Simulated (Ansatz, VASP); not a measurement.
**ZnCu in VASP and in Ansatz**

File INCAR:

```
SYSTEM = ZnCu
PREC = Accurate ; ENCUT = 520
EDIFF = 1E-6 ; ISMEAR = -1
SIGMA = 0.05 ; LREAL = .FALSE.
LASPH = .TRUE. ; NELM = 60
ALGO = Normal ; ISIF = 2
LWAVE = .FALSE. ; LCHARG = .TRUE.
GGA = PE ; LELF = .TRUE.
LVHAR = .TRUE. ; NBANDS = 18
```

KPOINTS

```
Automatic mesh
0
G
  8 8 8
  0 0 0
```

Contents of POSCAR:

```
ZnCu
1.0
    2.9155500000      0.0000000000      0.0000000000
    0.0000000000      2.9155500000      0.0000000000
    0.0000000000      0.0000000000      2.9450000000
Zn Cu
1 1
Direct
    0.5000000000      0.5000000000      0.5000000000
    0.0000000000      0.0000000000      0.0000000000
```

File input.yaml:

```yaml
crystal:
  lattice:
    - [2.91555, 0.0, 0.0]
    - [0.0, 2.91555, 0.0]
    - [0.0, 0.0, 2.945]
  atoms:
    - { symbol: Zn, position: [0.5, 0.5, 0.5] }
    - { symbol: Cu, position: [0.0, 0.0, 0.0] }
hamiltonian:
  xc: pbe
  pseudopotentials: { kind: paw }
kpoints:
  mp_grid: { grid: [8, 8, 8] }
scf:
  occupations: { method: fermi_dirac, width: 0.05 }
output:
  forces: true
  stress: true
  eigenvalues: true
```

Alike in both runs: task single point; functional PBE; k mesh 8 × 8 × 8; occupations fermi-dirac, width 0.05 eV; no spin polarisation.

|  | VASP | Ansatz |
| --- | --- | --- |
| version | VASP 6.6.1 | Ansatz 0.2.0 |
| potentials or method | VASP PAW PBE potentials, release 64 (Zn, Cu) | Ansatz PAW |
| plane-wave cutoff (eV) | 520 | 420 |
| valence electrons in the cell | 23 | 31 |

Ansatz gave:

| Property | Result |
| --- | --- |
| gap on the k mesh at the Fermi level (eV) | none |
| pressure (GPa) | 5.3 |
| traceless stress, the component that is largest in VASP (GPa) | -0.21 |

Task: What did VASP give for the same quantities?

Result: gap on the k mesh at the Fermi level (eV): none; pressure (GPa): 5.8; traceless stress, the component that is largest in VASP (GPa): -0.24.

A gap of «none» marks a metal or a gap that the smearing closes. VASP's potentials hold 23 valence electrons a cell and Ansatz's 31, so a difference there can come from the potentials and not from the codes.
